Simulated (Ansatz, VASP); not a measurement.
## One calculation of Zn2H, two programs

```
CELL_PARAMETERS angstrom
-1.38229 1.38229 9.69206
1.38229 -1.38229 9.69206
1.38229 1.38229 -9.69206
ATOMIC_POSITIONS crystal
Zn 0.43300 0.43300 0.00000
Zn 0.18300 0.68300 0.50000
Zn 0.31700 0.81700 0.50000
Zn 0.56700 0.56700 0.00000
H 0.00000 0.00000 0.00000
H 0.75000 0.25000 0.50000
```

Alike in both runs: functional PBE; k mesh 8 × 8 × 8; occupations gaussian, width 0.1 eV; no spin polarisation.

Ansatz relaxed the structure, and its values are those at the end. VASP's run is a single point on that final structure, the one shown.

|  | VASP | Ansatz |
| --- | --- | --- |
| version | VASP 6.6.1 | Ansatz 0.2.0 |
| potentials or method | VASP PAW PBE potentials, release 64 (Zn, H), cutoff 520 eV | scalar-relativistic, plane waves, PAW |
| valence electrons in the cell | 50 | 50 |

```tsv
	VASP	Ansatz	Ansatz less VASP
gap on the k mesh at the Fermi level (eV)	none	none	-
pressure (GPa)	0.2	0.0	-0.18
```

A gap of «none» marks a metal or a gap that the smearing closes.

The k mesh is coarse, so the values compare programs but aren't converged.
